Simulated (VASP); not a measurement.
# Ga2O3 (R-3c) in VASP: single point with LDA

Aim: the single point of Ga2O3 with LDA.

Everything below comes from runs of VASP 6.6.1. Logs are shortened: lines on timing, memory, paths and dates and some standing lists are left out, and cuts for length are marked.

## (1) The cell of the first run

Symmetry: R-3c, No. 167, trigonal system. Conventional cell: a = 4.999 Å, b = 4.999 Å, c = 13.501 Å, α = 90.00°, β = 90.00°, γ = 120.00°. Ga (site symmetry 3) has 6 O at 1.93 to 2.08 Å within 2.6 Å. O (site symmetry 2) has 4 Ga at 1.93 to 2.08 Å and 8 O at 2.62 to 2.85 Å within 2.9 Å.

## (2) Single point, LDA

INCAR

```
PREC = Accurate ; ENCUT = 520
EDIFF = 1E-7 ; ISMEAR = 0
SIGMA = 0.02 ; LREAL = False
LASPH = True ; NELM = 60
ALGO = Normal ; ISIF = 2
LWAVE = False ; LCHARG = True
GGA = CA ; LELF = True
LVHAR = True ; NBANDS = 55
```

KPOINTS

```
regular mesh
0
Gamma
  6 6 6
```

POSCAR

```
Ga2O3
1.0
    2.4997249986      1.4432169008      4.5003166700
   -2.4997249986      1.4432169008      4.5003166700
    0.0000000000     -2.8864338017      4.5003166700
Ga O
4 6
Direct
    0.8555495351      0.8555495351      0.8555495351
    0.6444504649      0.6444504649      0.6444504649
    0.1444504649      0.1444504649      0.1444504649
    0.3555495351      0.3555495351      0.3555495351
    0.0527655172      0.4472344828      0.7500000000
    0.7500000000      0.0527655172      0.4472344828
    0.4472344828      0.7500000000      0.0527655172
    0.9472344828      0.5527655172      0.2500000000
    0.2500000000      0.9472344828      0.5527655172
    0.5527655172      0.2500000000      0.9472344828
```

Potentials or basis: VASP PAW LDA potentials, release 64 (Ga_d, O).

Run with:

```sh
> cat potpaw_LDA.64/Ga_d/POTCAR potpaw_LDA.64/O/POTCAR > POTCAR
> mpirun -np 1 vasp_std > vasp.out
```

OUTCAR:

```text
PREC = Accurate
   ENCUT = 520
   EDIFF = 1E-7
   ISMEAR = 0
   LREAL = False
   LASPH = True
   NELM = 60
   ISIF = 2
   GGA = CA

 ion  position               nearest neighbor table
   1  0.856  0.856  0.856-   9 1.93   8 1.93  10 1.93   7 2.08   5 2.08   6 2.08   2 2.85
   2  0.644  0.644  0.644-  10 1.93   8 1.93   9 1.93   6 2.08   5 2.08   7 2.08   1 2.85
   3  0.144  0.144  0.144-   6 1.93   5 1.93   7 1.93  10 2.08   8 2.08   9 2.08   4 2.85
   4  0.356  0.356  0.356-   7 1.93   5 1.93   6 1.93   9 2.08   8 2.08  10 2.08   3 2.85
   5  0.053  0.447  0.750-   3 1.93   4 1.93   1 2.08   2 2.08
   6  0.750  0.053  0.447-   3 1.93   4 1.93   2 2.08   1 2.08
   7  0.447  0.750  0.053-   4 1.93   3 1.93   1 2.08   2 2.08
   8  0.947  0.553  0.250-   1 1.93   2 1.93   3 2.08   4 2.08
   9  0.250  0.947  0.553-   1 1.93   2 1.93   4 2.08   3 2.08
  10  0.553  0.250  0.947-   2 1.93   1 1.93   3 2.08   4 2.08

  LATTYP: Found a trigonal (rhomboedric) cell.
 ALAT       =     5.3464334113
 COS(alpha) =     0.5627939750

  Lattice vectors:

 A1 = (   2.4997249986,   1.4432169008,   4.5003166700)
 A2 = (  -2.4997249986,   1.4432169008,   4.5003166700)
 A3 = (   0.0000000000,  -2.8864338017,   4.5003166700)

Analysis of symmetry for initial positions (statically):
=====================================================================
 Subroutine PRICEL returns:
 Original cell was already a primitive cell.

 Routine SETGRP: Setting up the symmetry group for a
 trigonal (rhombohedral) supercell.

 Subroutine GETGRP returns: Found 12 space group operations
 (whereof  6 operations were pure point group operations)
 out of a pool of 12 trial point group operations.

The static configuration has the point symmetry S_6 .
 The point group associated with its full space group is D_3d.

Analysis of symmetry for dynamics (positions and initial velocities):
=====================================================================
 Subroutine PRICEL returns:
 Original cell was already a primitive cell.

 Routine SETGRP: Setting up the symmetry group for a
 trigonal (rhombohedral) supercell.

 Subroutine GETGRP returns: Found 12 space group operations
 (whereof  6 operations were pure point group operations)
 out of a pool of 12 trial point group operations.

The dynamic configuration has the point symmetry S_6 .
 The point group associated with its full space group is D_3d.

 Subroutine INISYM returns: Found 12 space group operations
 (whereof  6 operations are pure point group operations),
 and found     1 'primitive' translations

----------------------------------------------------------------------------------------

                                     Primitive cell

  volume of cell :      97.4133

  direct lattice vectors                    reciprocal lattice vectors
     2.499724999  1.443216901  4.500316670     0.200022003  0.115482757  0.074068862
    -2.499724999  1.443216901  4.500316670    -0.200022003  0.115482757  0.074068862
     0.000000000 -2.886433802  4.500316670     0.000000000 -0.230965514  0.074068862

  length of vectors
     5.346433411  5.346433411  5.346433411     0.242551572  0.242551572  0.242551572

  position of ions in fractional coordinates (direct lattice)
     0.855549535  0.855549535  0.855549535
     0.644450465  0.644450465  0.644450465
     0.144450465  0.144450465  0.144450465
     0.355549535  0.355549535  0.355549535
     0.052765517  0.447234483  0.750000000
     0.750000000  0.052765517  0.447234483
     0.447234483  0.750000000  0.052765517
     0.947234483  0.552765517  0.250000000
     0.250000000  0.947234483  0.552765517
     0.552765517  0.250000000  0.947234483

  ion indices of the primitive-cell ions
   primitive index   ion index
                 1           1
                 2           2
                 3           3
                 4           4
                 5           5
                 6           6
                 7           7
                 8           8
                 9           9
                10          10

----------------------------------------------------------------------------------------

 KPOINTS: regular mesh

Automatic generation of k-mesh.
 Grid dimensions read from file:
 generate k-points for:    6    6    6

 Generating k-lattice:

  Cartesian coordinates                     Fractional coordinates (reciprocal lattice)
     0.033337000  0.019247126  0.012344810     0.166666667  0.000000000 -0.000000000
    -0.033337000  0.019247126  0.012344810     0.000000000  0.166666667 -0.000000000
     0.000000000 -0.038494252  0.012344810    -0.000000000 -0.000000000  0.166666667

  Length of vectors
     0.040425262  0.040425262  0.040425262

  Shift w.r.t. Gamma in fractional coordinates (k-lattice)
     0.000000000  0.000000000  0.000000000

 Subroutine IBZKPT returns following result:
 ===========================================

 Found     32 irreducible k-points:

 Following reciprocal coordinates:
            Coordinates               Weight
  0.000000  0.000000  0.000000      1.000000
  0.166667 -0.000000  0.000000      6.000000
  0.333333 -0.000000  0.000000      6.000000
  0.500000 -0.000000  0.000000      3.000000
  0.166667  0.166667  0.000000      6.000000
  0.333333  0.166667  0.000000     12.000000
[... 16 lines left out ...]
  0.500000  0.500000  0.166667      6.000000
 -0.333333  0.500000  0.166667     12.000000
 [... further k-points ...]
   k-points           NKPTS =     32   k-points in BZ     NKDIM =     32   number of bands    NBANDS=     55
   number of dos      NEDOS =    301   number of ions     NIONS =     10
   total plane-waves  NPLWV =  64000
   dimension x,y,z NGX =    40 NGY =   40 NGZ =   40
   dimension x,y,z NGXF=    80 NGYF=   80 NGZF=   80
   ions per type =               4   6
   NGX,Y,Z   is equivalent  to a cutoff of  12.44, 12.44, 12.44 a.u.
   NGXF,Y,Z  is equivalent  to a cutoff of  24.88, 24.88, 24.88 a.u.
 SYSTEM =  unknown system
   PREC   = accura    normal or accurate (medium, high low for compatibility)
   ISTART =      0    job   : 0-new  1-cont  2-samecut
   ICHARG =      2    charge: 1-file 2-atom 10-const
   ISPIN  =      1    spin polarized calculation?
   LNONCOLLINEAR =      F non collinear calculations
   LSORBIT =      F    spin-orbit coupling
   LASPH  =      T    aspherical Exc in radial PAW
   ENCUT  =  520.0 eV  38.22 Ry    6.18 a.u.   9.94  9.94  9.94*2*pi/ulx,y,z
   NELM   =     60;   NELMIN=  2; NELMDL= -5     # of ELM steps
   EDIFF  = 0.1E-06   stopping-criterion for ELM
   LREAL  =      F    real-space projection
   EDIFFG = 0.1E-05   stopping-criterion for IOM
   NSW    =      0    number of steps for IOM
   IBRION =     -1    ionic relax: 0-MD 1-quasi-New 2-CG
   NFREE  =      0    steps in history (QN), initial steepest desc. (CG)
   ISIF   =      2    stress and relaxation
   ISYM   =      2    0-nonsym 1-usesym 2-fastsym
   POTIM  = 0.5000    time-step for ionic-motion
   TEBEG  =    0.0;   TEEND  =   0.0 temperature during run
   PSTRESS=    0.0 pullay stress
   NELECT =      88.0000    total number of electrons
   NUPDOWN=      -1.0000    fix difference up-down
   EMIN   =  10.00;   EMAX   =-10.00  energy-range for DOS
   EFERMI =   0.00;   METHOD = LEGACY
   ISMEAR =     0;   SIGMA  =   0.02  broadening in eV -4-tet -1-fermi 0-gaus
   EFERMI_NEDOS =   21; number of points for ismear=-14 and -15
   IALGO  =     38    algorithm
   IMIX   =      4    mixing-type and parameters
     AMIX     =   0.40;   BMIX     =  1.00
     AMIX_MAG =   1.60;   BMIX_MAG =  1.00
  volume/ion in A,a.u.               =       9.74        65.74
  Fermi-wavevector in a.u.,A,eV,Ry     =   1.582570  2.990624 34.076181  2.504529
  Thomas-Fermi vector in A             =   2.682473
   LORBIT       =      0    0 simple, 1 ext, 2 COOP (PROOUT), +10 PAW based schemes
   GGA     = CA    functional components
   LHFCALC =     F    Hartree Fock is set to
   AEXX    =    0.0000 exact exchange contribution
   IVDW    =     0    specifies the selected vdW correction
   LEPSILON=     F    determine dielectric tensor
   LRPA    =     F    only Hartree local field effects (RPA)
 non-spin polarized calculation
 Gauss-broadening in eV      SIGMA  =   0.02
  energy-cutoff  :      520.00
  volume of cell :       97.41
 maximum number of plane-waves:      2642
   NGX = 19   NGY = 19   NGZ = 19

 number of electron      87.9999975 magnetization

 Free energy of the ion-electron system (eV)
  ---------------------------------------------------
  ext. energy  EPLUGINS =         0.00000000
  ---------------------------------------------------
  free energy    TOTEN  =       -68.22764927 eV

  energy without entropy =      -68.22764927  energy(sigma->0) =      -68.22764927

 E-fermi :   4.2783     XC(G=0): -12.7000

 val. band max:        4.1645645439   @ k =  -0.1667   0.1667   0.0000
 cond. band min:       6.8523646551   @ k =   0.0000   0.0000   0.0000
 fundamental gap:      2.6878001113
 Fermi energy:         4.2782853604

 k-point     1 :       0.0000    0.0000    0.0000
  band No.  band energies     occupation
      1     -14.5705      2.00000
      2     -12.5277      2.00000
      3     -12.5277      2.00000
      4     -12.4851      2.00000
      5     -12.4538      2.00000
      6     -12.4538      2.00000
[... 47 lines left out ...]
     54      15.0198      0.00000
     55      16.2107      0.00000

 k-point     2 :       0.1667   -0.0000    0.0000
  band No.  band energies     occupation
      1     -14.4415      2.00000
      2     -12.6442      2.00000
      3     -12.5375      2.00000
      4     -12.5299      2.00000
      5     -12.4711      2.00000
      6     -12.4508      2.00000
[... 47 lines left out ...]
     54      15.6442      0.00000
     55      16.0255      0.00000
[... 1216 lines left out ...]
     54      16.0860      0.00000
     55      16.1922      0.00000

 k-point    24 :      -0.3333    0.5000    0.1667
  band No.  band energies     occupation
      1     -13.5116      2.00000
      2     -13.1916      2.00000
      3     -12.8652      2.00000
      4     -12.7425      2.00000
      5     -12.5049      2.00000
      6     -12.4740      2.00000
[... 47 lines left out ...]
     54      15.9253      0.00000
     55      16.2386      0.00000

 [... further k-points ...]

------------------------ aborting loop because EDIFF is reached ----------------------------------------

  FORCE on cell =-STRESS in cart. coord.  units (eV):
  Direction    XX          YY          ZZ          XY          YZ          ZX
  --------------------------------------------------------------------------------------
  -------------------------------------------------------------------------------------
  Total       -3.4423376     -3.4423376     -3.8061475      0.0000000      0.0000000     -0.0000000
  in kB      -56.6168725    -56.6168725    -62.6005328      0.0000000      0.0000000     -0.0000000
  external PRESSURE =     -58.6114259 kB  Pullay stress =       0.0000000 kB

 VOLUME and BASIS-vectors are now :
 -----------------------------------------------------------------------------
  energy-cutoff  :      520.00
  volume of cell :       97.41
      direct lattice vectors                 reciprocal lattice vectors
     2.499724999  1.443216901  4.500316670     0.200022003  0.115482757  0.074068862
    -2.499724999  1.443216901  4.500316670    -0.200022003  0.115482757  0.074068862
     0.000000000 -2.886433802  4.500316670     0.000000000 -0.230965514  0.074068862

 POSITION                                       TOTAL-FORCE (eV/Angst)
 -----------------------------------------------------------------------------------
      0.00000     -0.00000     11.55073         0.000000      0.000000     -0.017990
      0.00000     -0.00000      8.70069         0.000000     -0.000000      0.017990
      0.00000     -0.00000      1.95022         0.000000     -0.000000      0.017990
      0.00000     -0.00000      4.80026         0.000000      0.000000     -0.017990
     -0.98606     -1.44322      5.62540        -0.022584      0.000000     -0.000000
      1.74289     -0.13235      5.62540         0.011292     -0.019558     -0.000000
     -0.75683      1.57556      5.62540         0.011292      0.019558     -0.000000
      0.98606      1.44322      7.87555         0.022584      0.000000     -0.000000
     -1.74289      0.13235      7.87555        -0.011292      0.019558     -0.000000
      0.75683     -1.57556      7.87555        -0.011292     -0.019558     -0.000000
 -----------------------------------------------------------------------------------
    total drift:                                0.000000      0.000000     -0.000000

  FREE ENERGIE OF THE ION-ELECTRON SYSTEM (eV)
  ---------------------------------------------------
  free  energy   TOTEN  =       -68.2276492731 eV

  energy  without entropy=      -68.2276492731  energy(sigma->0) =      -68.22764927
```

Run time: 3.9 min. Hardware: 1 thread of Intel Xeon Platinum 8259CL at 2.50GHz (Skylake/Cascade Lake), shared host; peak memory 0.27 GiB.

What came out:

```yaml
Free_energy: -68.2276 eV
Pressure: -5.9 GPa
Largest_force: 0.023 eV/Å
Band_gap_on_the_k_mesh: 2.69 eV (least direct gap 2.94 eV)
```

Forces in eV/Å, atoms in the order of the input:
```
Ga   0.000  0.000 -0.018
Ga   0.000  0.000  0.018
Ga   0.000  0.000  0.018
Ga   0.000  0.000 -0.018
O   -0.023  0.000  0.000
O    0.011 -0.020  0.000
O    0.011  0.020  0.000
O    0.023  0.000  0.000
O   -0.011  0.020  0.000
O   -0.011 -0.020  0.000
```

Caveat: the cell stands under tension.
